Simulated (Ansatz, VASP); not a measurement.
## Rh: VASP beside Ansatz

```
CELL_PARAMETERS angstrom
2.67021 0.00000 0.00000
-1.33511 2.31247 0.00000
0.00000 0.00000 4.29942
ATOMIC_POSITIONS crystal
Rh 0.66667 0.33333 0.75000
Rh 0.33333 0.66667 0.25000
```

Alike in both runs: functional LDA; k mesh 18 × 18 × 10; occupations gaussian, width 0.1 eV; no spin polarisation.

Ansatz relaxed the structure, and its values are those at the end. VASP's run is a single point on that final structure, the one shown.

|  | VASP | Ansatz |
| --- | --- | --- |
| version | VASP 6.6.1 | Ansatz 0.2.0 |
| potentials or method | VASP PAW LDA potentials, release 64 (Rh_pv), cutoff 520 eV | scalar-relativistic, plane waves, PAW |
| valence electrons in the cell | 30 | 34 |

```tsv
	VASP	Ansatz	Ansatz less VASP
gap on the k mesh at the Fermi level (eV)	none	none	-
pressure (GPa)	0.8	0.0	-0.76
```

Ansatz warns that its potentials were made for another functional, while VASP's fit it. LDA's correlation is that of Perdew and Zunger in VASP and of Perdew and Wang (1992) in Ansatz. A gap of «none» marks a metal or a gap that the smearing closes. VASP's potentials hold 30 valence electrons a cell and Ansatz's 34, so a difference there can come from the potentials and not from the codes.
